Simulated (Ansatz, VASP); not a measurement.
## HCl in VASP and in Ansatz

```
H Cl
1.0
     0.00000    2.67500    2.76935
     2.51500    0.00000    2.76935
     2.51500    2.67500    0.00000
H Cl
1 1
Direct
  0.00000 0.00000 0.00000
  0.50000 0.50000 0.50000
```

Change from the starting cell: strain -0.0300 x Voigt [0, 0, 1, 0, 0, 0], atoms carried along.

Alike in both runs: task single point; functional PBEsol; k mesh 16 × 16 × 16; occupations gaussian, width 0.15 eV; no spin polarisation.

|  | VASP | Ansatz |
| --- | --- | --- |
| version | VASP 6.6.1 | Ansatz 0.2.0 |
| potentials or method | VASP PAW PBE potentials, release 64 (H, Cl), cutoff 520 eV | scalar-relativistic, plane waves, PAW |
| valence electrons in the cell | 8 | 8 |

VASP gave:

```
gap on the k mesh at the Fermi level (eV)                     : none
pressure (GPa)                                                : -11.0
traceless stress, the component that is largest in VASP (GPa) : -4.71
```

Q: Estimate Ansatz's values.

A: gap on the k mesh at the Fermi level (eV): none; pressure (GPa): -10.9; traceless stress, the component that is largest in VASP (GPa): -4.70.

VASP's potentials were made for PBE, not for PBEsol. A gap of «none» marks a metal or a gap that the smearing closes.
